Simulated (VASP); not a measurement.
GdCl, 4 atoms in the cell. It takes space group P6_3mc (No. 186, hexagonal). Conventional cell: a = 3.693 Å, b = 3.693 Å, c = 9.599 Å, α = 90.00°, β = 90.00°, γ = 120.00°. Within 3.7 Å of Gd (site symmetry 3m) lie 4 Cl at 2.77 to 2.94 Å and 6 Gd at 3.69 Å. Cl (site symmetry 3m) has 4 Gd at 2.77 to 2.94 Å and 6 Cl at 3.69 Å within 3.7 Å. 

- Program: VASP 6.6.1
- Task: single point
- Functional: PBE
- Potentials or basis: VASP PAW PBE potentials, release 64 (Gd, Cl)
- Cutoff: 520 eV
- k mesh: 8 × 8 × 3
- Occupations: fermi-dirac, width 0.05 eV
- Spin: collinear spin, ferromagnetic start
- Starting moments: [7.0, 7.0, 0.0, 0.0] μB
- Dipole correction: no
- Further INCAR settings: ALGO = Normal; EDIFF = 1e-07; NBANDS = 37

Potentials or basis: VASP PAW PBE potentials, release 64 (Gd, Cl).

Launch:

```console
$ cat potpaw_PBE.64/Gd/POTCAR potpaw_PBE.64/Cl/POTCAR > POTCAR
$ mpirun -np 1 vasp_std > vasp.out
```

Hardware: 1 thread of Intel(R) Xeon(R) 6975P-C (Granite Rapids), on a shared host.

Q: Estimate the wall time of this run.

A: Run time: 7 min on 1 thread of Intel(R) Xeon(R) 6975P-C (Granite Rapids), on a shared host, peak memory 0.37 GiB. Counts: scf iterations 67, k points 20.
